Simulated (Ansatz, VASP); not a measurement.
## Sc5AlN6: VASP beside Ansatz

File INCAR:

```
SYSTEM = Sc5AlN6
  ALGO = Normal
  EDIFF = 1E-7
  ENCUT = 520
  GGA = PE
  ISIF = 2
  ISMEAR = 0
  LASPH = .TRUE.
  LCHARG = .FALSE.
  LREAL = .FALSE.
  LWAVE = .FALSE.
  NBANDS = 56
  NELM = 60
  PREC = Accurate
  SIGMA = 0.1
```

Contents of KPOINTS:

```
k-points
0
G
  6 6 2
  0 0 0
```

POSCAR

```
Sc5AlN6
1.0
    3.1604587000      0.0000000000      0.0000000000
    0.0000000000      3.1604587000      0.0000000000
    0.0000000000      0.0000000000     13.2943238000
Sc Al N
5 1 6
Direct
    0.0000000000      0.0000000000      0.6587730000
    0.0000000000      0.0000000000      0.3412270000
    0.5000000000      0.5000000000      0.1706020000
    0.0000000000      0.0000000000      0.0000000000
    0.5000000000      0.5000000000      0.8293980000
    0.5000000000      0.5000000000      0.5000000000
    0.0000000000      0.0000000000      0.5000000000
    0.5000000000      0.5000000000      0.3440950000
    0.0000000000      0.0000000000      0.1699400000
    0.5000000000      0.5000000000      0.0000000000
    0.0000000000      0.0000000000      0.8300600000
    0.5000000000      0.5000000000      0.6559050000
```

Input for Ansatz:

```yaml
crystal:
  lattice:
    - [3.1604587, 0.0, 0.0]
    - [0.0, 3.1604587, 0.0]
    - [0.0, 0.0, 13.2943238]
  atoms:
    - { symbol: Sc, position: [0.0, 0.0, 0.658773] }
    - { symbol: Sc, position: [0.0, 0.0, 0.341227] }
    - { symbol: Sc, position: [0.5, 0.5, 0.170602] }
    - { symbol: Sc, position: [0.0, 0.0, 0.0] }
    - { symbol: Sc, position: [0.5, 0.5, 0.829398] }
    - { symbol: Al, position: [0.5, 0.5, 0.5] }
    - { symbol: "N", position: [0.0, 0.0, 0.5] }
    - { symbol: "N", position: [0.5, 0.5, 0.344095] }
    - { symbol: "N", position: [0.0, 0.0, 0.16994] }
    - { symbol: "N", position: [0.5, 0.5, 0.0] }
    - { symbol: "N", position: [0.0, 0.0, 0.83006] }
    - { symbol: "N", position: [0.5, 0.5, 0.655905] }
basis:
  ecutwfc: 420
kpoints:
  mp_grid: { grid: [6, 6, 2] }
hamiltonian:
  xc: pbe
scf:
  occupations: { method: gaussian, width: 0.1 }
  lower_state_search: "off"
output:
  forces: true
  stress: true
  eigenvalues: true
```

Alike in both runs: task single point; functional PBE; k mesh 6 × 6 × 2; occupations gaussian, width 0.1 eV; no spin polarisation.

```csv
,VASP,Ansatz
version,VASP 6.6.1,Ansatz 0.2.0
potentials or method,"VASP PAW PBE potentials, release 64 (Sc_sv, Al, N), cutoff 520 eV","scalar-relativistic, plane waves, PAW"
valence electrons in the cell,88,88
```

Ansatz gave:

| Item | Value |
| --- | --- |
| gap on the k mesh at the Fermi level (eV) | 0.06 |
| least direct gap on the mesh (eV) | 0.06 |
| pressure (GPa) | 0.0 |
| traceless stress, the component that is largest in VASP (GPa) | -0.12 |
| rms of the force components (eV/Å) | 0.007 |

**Question.** Which values does VASP return?

**Answer.** gap on the k mesh at the Fermi level (eV): 0.04; least direct gap on the mesh (eV): 0.04; pressure (GPa): 0.9; traceless stress, the component that is largest in VASP (GPa): -0.14; rms of the force components (eV/Å): 0.016.

Atom by atom the forces differ by 0.011 eV/Å (rms over components).
